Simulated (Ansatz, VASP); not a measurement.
## H: VASP beside Ansatz

INCAR

```
SYSTEM = H
ALGO = Normal
EDIFF = 1E-6
ENCUT = 520
GGA = PE
ISIF = 2
ISMEAR = 0
IVDW = 12
LASPH = .TRUE.
LCHARG = .TRUE.
LELF = .TRUE.
LREAL = .FALSE.
LVHAR = .TRUE.
LWAVE = .FALSE.
NBANDS = 6
NELM = 80
PREC = Accurate
SIGMA = 0.05
```

KPOINTS

```
k-points
0
G
  12 12 30
  0 0 0
```

POSCAR

```
H
1.0
    2.6859396709      0.0000000000      0.0000000000
    0.0000000000      2.6859396709      0.0000000000
    0.0000000000      0.0000000000      0.9541689591
H
1
Direct
    0.0000000000      0.0000000000      0.5000000000
```

Input for Ansatz:

```yaml
crystal:
  lattice:
    - [2.6859396709, 0.0, 0.0]
    - [0.0, 2.6859396709, 0.0]
    - [0.0, 0.0, 0.9541689591]
  atoms:
    - { symbol: H, position: [0.0, 0.0, 0.5] }
basis:
  ecutwfc: 420
kpoints:
  mp_grid: { grid: [12, 12, 30] }
hamiltonian:
  xc: pbe
  dispersion: d3bj
scf:
  occupations: { method: gaussian, width: 0.05 }
output:
  forces: true
  stress: true
  eigenvalues: true
```

Alike in both runs: task single point; functional PBE; dispersion D3(BJ); k mesh 12 × 12 × 30; occupations gaussian, width 0.05 eV; no spin polarisation.

```csv
,VASP,Ansatz
version,VASP 6.6.1,Ansatz 0.2.0
potentials or method,"VASP PAW PBE potentials, release 64 (H), cutoff 520 eV","scalar-relativistic, plane waves, PAW"
valence electrons in the cell,1,1
```

VASP gave:

| Property | Result |
| --- | --- |
| pressure (GPa) | 5.0 |
| traceless stress, the component that is largest in VASP (GPa) | 9.84 |

Question: Estimate Ansatz's values.

Answer: Pressure (GPa): 5.3; traceless stress, the component that is largest in VASP (GPa): 9.83.
